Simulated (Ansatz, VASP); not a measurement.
## Pt: VASP beside Ansatz

File INCAR:

```
ALGO = Fast
EDIFF = 1E-6
ENCUT = 520
GGA = PS
ISIF = 2
ISMEAR = 0
LASPH = True
LCHARG = False
LREAL = False
LWAVE = False
NBANDS = 11
NELM = 80
PREC = Accurate
SIGMA = 0.15
```

The input KPOINTS:

```
k-points
0
Gamma
  24 24 24
```

File POSCAR:

```
Pt
1.0
    0.2456605921      2.0881150331      2.0881150331
    2.0881150331      0.2456605921      2.0881150331
    2.0881150331      2.0881150331      0.2456605921
Pt
1
Direct
    0.0000000000      0.0000000000      0.0000000000
```

Input for Ansatz:

```yaml
crystal:
  lattice:
    - [0.2456605921, 2.0881150331, 2.0881150331]
    - [2.0881150331, 0.2456605921, 2.0881150331]
    - [2.0881150331, 2.0881150331, 0.2456605921]
  atoms:
    - { symbol: Pt, position: [0.0, 0.0, 0.0] }
basis:
  ecutwfc: 420
kpoints:
  mp_grid: { grid: [24, 24, 24] }
hamiltonian:
  xc: pbesol
scf:
  occupations: { method: gaussian, width: 0.15 }
output:
  forces: true
  stress: true
  eigenvalues: true
```

Alike in both runs: task single point; functional PBEsol; k mesh 24 × 24 × 24; occupations gaussian, width 0.15 eV; no spin polarisation.

```csv
,VASP,Ansatz
version,VASP 6.6.1,Ansatz 0.2.0
potentials or method,"VASP PAW PBE potentials, release 64 (Pt), cutoff 520 eV","scalar-relativistic, plane waves, PAW"
valence electrons in the cell,10,18
```

VASP gave:

```
gap on the k mesh at the Fermi level (eV)                     : none
pressure (GPa)                                                : 12.0
traceless stress, the component that is largest in VASP (GPa) : -13.16
```

**Question.** Estimate Ansatz's values.

**Answer.** gap on the k mesh at the Fermi level (eV): none; pressure (GPa): 12.4; traceless stress, the component that is largest in VASP (GPa): -13.15.

VASP's potentials were made for PBE, not for PBEsol. A gap of «none» marks a metal or a gap that the smearing closes. VASP's potentials hold 10 valence electrons a cell and Ansatz's 18, so a difference there can come from the potentials and not from the codes.

Neither program's run includes spin-orbit coupling.
